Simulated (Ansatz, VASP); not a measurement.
## NaF: VASP beside Ansatz

POSCAR

```
NaF
1.0
    0.0000000000      2.2971680881      2.2971680881
    2.1852960022      0.0000000000      2.2971680881
    2.1852960022      2.2971680881      0.0000000000
Na F
1 1
Direct
    0.0000000000      0.0000000000      0.0000000000
    0.5000000000      0.5000000000      0.5000000000
```

Contents of INCAR.step1:

```
  ALGO = Normal
  EDIFF = 1E-5
  ENCUT = 520
  GGA = PE
  ISIF = 2
  ISMEAR = 0
  LASPH = T
  LREAL = F
  LWAVE = T
  NBANDS = 14
  NELM = 60
  PREC = Accurate
  SIGMA = 0.01
```

File INCAR.step2:

```
  ALGO = Normal
  EDIFF = 1E-6
  ENCUT = 520
  GGA = PE
  HFSCREEN = 0.2079
  ISIF = 2
  ISMEAR = 0
  ISTART = 1
  LASPH = T
  LCHARG = T
  LELF = T
  LHFCALC = T
  LREAL = F
  LVHAR = T
  LWAVE = F
  NBANDS = 14
  NELM = 60
  PREC = Accurate
  PRECFOCK = Normal
  SIGMA = 0.01
```

File KPOINTS:

```
k-points
0
Gamma
  6 6 6
```

Input for Ansatz:

```yaml
crystal:
  lattice:
    - [0.0, 2.2971680881, 2.2971680881]
    - [2.1852960022, 0.0, 2.2971680881]
    - [2.1852960022, 2.2971680881, 0.0]
  atoms:
    - { symbol: Na, position: [0.0, 0.0, 0.0] }
    - { symbol: F, position: [0.5, 0.5, 0.5] }
kpoints:
  mp_grid: { grid: [6, 6, 6] }
  band_path:
    path:
      - [0.0, 0.0, 0.0]
      - [0.5, 0.0, 0.5]
      - [0.625, 0.25, 0.625]
      - [0.375, 0.375, 0.75]
      - [0.5, 0.5, 0.5]
      - [0.5, 0.25, 0.75]
    npoints: 1
hamiltonian:
  xc: hse06
scf:
  occupations: { method: fixed }
  n_extra_bands: 4
output:
  forces: true
  stress: true
  eigenvalues: true
```

Change from the starting cell: uniaxial_x strain -4.9%.

Alike in both runs: task single point; functional HSE06; k mesh 6 × 6 × 6; no spin polarisation.

|  | VASP | Ansatz |
| --- | --- | --- |
| version | VASP 6.6.1 | Ansatz 0.2.0 |
| potentials or method | VASP PAW PBE potentials, release 64 (Na_pv, F) | plane waves, PAW |
| plane-wave cutoff (eV) | 520 | 420 |
| occupations | gaussian, width 0.01 eV | fixed |
| valence electrons in the cell | 14 | 16 |

|  | VASP | Ansatz | Ansatz less VASP |
| --- | --- | --- | --- |
| gap on the k mesh at the Fermi level (eV) | 8.91 | 8.94 | +0.034 |
| pressure (GPa) | 5.3 | 5.0 | -0.24 |
| traceless stress, the component that is largest in VASP (GPa) | 4.52 | 4.33 | -0.199 |

VASP's potentials hold 14 valence electrons a cell and Ansatz's 16, so a difference there can come from the potentials and not from the codes. Ansatz's warnings: stress exchange threshold loose, stress scf threshold loose.
